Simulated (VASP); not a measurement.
A run of VASP 6.6.1:

File INCAR:

```
SYSTEM = P
  PREC = Accurate
  ENCUT = 520
  EDIFF = 1E-6
  ISMEAR = -1
  SIGMA = 0.02
  LREAL = .FALSE.
  LASPH = .TRUE.
  NELM = 60
  ALGO = Normal
  ISIF = 2
  LWAVE = .FALSE.
  LCHARG = .TRUE.
  LELF = .TRUE.
  LVHAR = .TRUE.
  NBANDS = 8
```

File KPOINTS:

```
regular mesh
0
G
  18 18 18
  0 0 0
```

The input POSCAR:

```
P
1.0
    2.3938880859      0.0000000000      0.0000000000
    0.0000000000      2.3938880859      0.0000000000
    0.0000000000      0.0000000000      2.3938880859
P
1
Direct
    0.0000000000      0.0000000000      0.0000000000
```

Potentials or basis: VASP PAW LDA potentials, release 64 (P).

Run with:

```console
$ cat potpaw_LDA.64/P/POTCAR > POTCAR
$ mpirun -np 1 vasp_std > vasp.out
```

Hardware: 1 thread of Intel Xeon 8259CL, on a shared host.

Q: How long does it take, and how much memory?

A: Run time: 19 s on 1 thread of Intel Xeon 8259CL, on a shared host, peak memory 0.12 GiB. Counts: scf iterations 9, k points 220.
